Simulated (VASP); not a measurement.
Input of a VASP 6.6.1 run:

The input POSCAR:

```
Se
1.0
    4.3071900636      0.0000000000      0.0000000000
   -2.1535950318      3.7301360140      0.0000000000
    0.0000000000      0.0000000000      4.8866512526
Se
3
Direct
    0.7746000000      0.7746000000      0.0000000000
    0.0000000000      0.2254000000      0.6666666667
    0.2254000000      0.0000000000      0.3333333333
```

Contents of INCAR.step1:

```
PREC     = Accurate       # precision mode
ENCUT    = 520            # plane-wave cutoff, eV
ISMEAR   = -1             # smearing method
SIGMA    = 0.05           # smearing width, eV
LREAL    = False          # projectors in reciprocal space
LASPH    = True           # aspherical terms in the spheres
NELM     = 60             # most SCF steps
NBANDS   = 16             # bands
GGA      = PE             # functional
ALGO     = Normal         # electronic algorithm
EDIFF    = 1E-4           # SCF threshold, eV
LWAVE    = True           # write WAVECAR
LCHARG   = False          # write CHGCAR
```

Contents of INCAR.step2:

```
PREC     = Accurate       # precision mode
ENCUT    = 520            # plane-wave cutoff, eV
EDIFF    = 1E-7           # SCF threshold, eV
ISMEAR   = -1             # smearing method
SIGMA    = 0.05           # smearing width, eV
LREAL    = False          # projectors in reciprocal space
LASPH    = True           # aspherical terms in the spheres
NELM     = 60             # most SCF steps
ALGO     = Normal         # electronic algorithm
ISIF     = 2              # what is computed and relaxed
LWAVE    = False          # write WAVECAR
LCHARG   = False          # write CHGCAR
METAGGA  = R2SCAN         # meta-GGA
LMIXTAU  = True         
IVDW     = 12             # dispersion correction
VDW_S6   = 1.0          
VDW_S8   = 0.78981345   
VDW_A1   = 0.49484001   
VDW_A2   = 5.73083694   
NBANDS   = 16             # bands
ISTART   = 1
```

KPOINTS

```
Automatic mesh
0
Gamma
  7 7 6
```

Potentials or basis: VASP PAW PBE potentials, release 64 (Se).

Run with:

```bash
$ cat potpaw_PBE.64/Se/POTCAR > POTCAR
$ cp INCAR.step1 INCAR
$ mpirun -np 1 vasp_std > vasp.out
$ cp INCAR.step2 INCAR
$ mpirun -np 1 vasp_std > vasp.out
```

Q: What does it give for the band gap on the k mesh?

A: 1.42 eV (least direct gap 1.76 eV).

Q: What does it give for the dispersion energy per atom?

A: -0.157 eV.

Q: Predict the largest force.

A: 0.489 eV/Å.

Q: Predict the pressure.

A: 3.1 GPa.

Stress tensor (GPa, compression positive):
```
2.31 0.00 0.00
0.00 2.31 0.00
0.00 0.00 4.65
```

Caveat: the cell stands under pressure; the PAW data sets were made with another functional, which shifts forces and pressure a little. A k mesh can miss the band edges.
